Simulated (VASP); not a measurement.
**Sn: single point with PBE**

Sn:

```
Sn
1.0
     7.34353    0.00000    0.00000
    -3.67176    6.35968    0.00000
     0.00000    0.00000    4.62874
Sn
6
Direct
  0.61825 0.61825 0.16667
  0.38175 0.00000 0.50000
  0.00000 0.38175 0.83333
  0.00000 0.61825 0.33333
  0.38175 0.38175 0.66667
  0.61825 0.00000 0.00000
```

The cell was built from a structure type or drawn by symmetry, and may not be a known phase.

```
Program                : VASP 6.6.1
Task                   : single point
Functional             : PBE
Potentials or basis    : VASP PAW PBE potentials, release 64 (Sn_d)
Cutoff                 : 520 eV
k mesh                 : 3 × 3 × 4
Occupations            : gaussian, width 0.1 eV
Spin                   : no spin polarisation
Dipole correction      : no
Further INCAR settings : ALGO = Fast; EDIFF = 1e-07; NBANDS = 51
```

```
Pressure               : 0.0 GPa
Largest force          : 0.009 eV/Å
Band gap on the k mesh : zero (filled and empty bands touch)
```

Forces in eV/Å, atoms in the order of the input:
```
Sn  -0.004 -0.008  0.000
Sn   0.009  0.000  0.000
Sn  -0.004  0.008  0.000
Sn   0.004 -0.008  0.000
Sn   0.004  0.008  0.000
Sn  -0.009  0.000  0.000
```

Levels at points of the mesh, in eV from the Fermi level:
```
           k point  band 39  band 40  band 41  band 42  band 43  band 44  band 45  band 46
(0.00, 0.00, 0.00)    -1.47    -1.45    -0.16     0.01     0.01     1.31     1.31     2.37
(0.00, 0.00, 0.50)    -2.57    -2.57    -2.24    -2.24     1.06     1.06     2.51     2.51
```

Run time: 75 s on 1 thread of Intel(R) Xeon(R) 6975P-C (Granite Rapids), with other jobs on the host, peak memory 0.35 GiB.

Caveat: spin-orbit coupling is left out, which moves the levels of the heavy elements.
